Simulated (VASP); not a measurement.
Set up this calculation in VASP 6.6.1, as the native input.

- Task: single point
- Functional: LDA
- Potentials or basis: VASP PAW LDA potentials, release 64 (Sn_d, Te)
- Cutoff: 500 eV
- k mesh: 10 × 10 × 10
- Occupations: gaussian, width 0.01 eV
- Spin: no spin polarisation
- Dipole correction: no
- Further INCAR settings: ALGO = Normal; EDIFF = 1e-06; NBANDS = 17

The structure of SnTe (l) lies in POSCAR:

```
SnTe
1.0
    0.0000000000      3.1179263808      3.1179263808
    3.1179263808      0.0000000000      3.1179263808
    3.1179263808      3.1179263808      0.0000000000
Sn Te
1 1
Direct
    0.0000000000      0.0000000000      0.0000000000
    0.5000000000      0.5000000000      0.5000000000
```

These files were run (other wordings do the same):

INCAR

```
ALGO = Normal
EDIFF = 1E-6
ENCUT = 500
GGA = CA
GGA_COMPAT = F
ISIF = 2
ISMEAR = 0
LASPH = T
LCHARG = F
LREAL = F
LWAVE = F
NBANDS = 17
NELM = 120
PREC = Accurate
SIGMA = 0.01
```

KPOINTS

```
k-points
0
Gamma
  10 10 10
```

Potentials or basis: VASP PAW LDA potentials, release 64 (Sn_d, Te).

Command:

```bash
$ cat potpaw_LDA.64/Sn_d/POTCAR potpaw_LDA.64/Te/POTCAR > POTCAR
$ mpirun -np 1 vasp_std > vasp.out
```

It gave:

```yaml
Pressure: 0.0 GPa
Band_gap_on_the_k_mesh: 0.21 eV, direct
```

Caveat: spin-orbit coupling is left out, which moves the levels of the heavy elements.

Run time: 37 s on 1 thread of Intel Xeon 8259CL, on a shared host, peak memory 0.18 GiB.
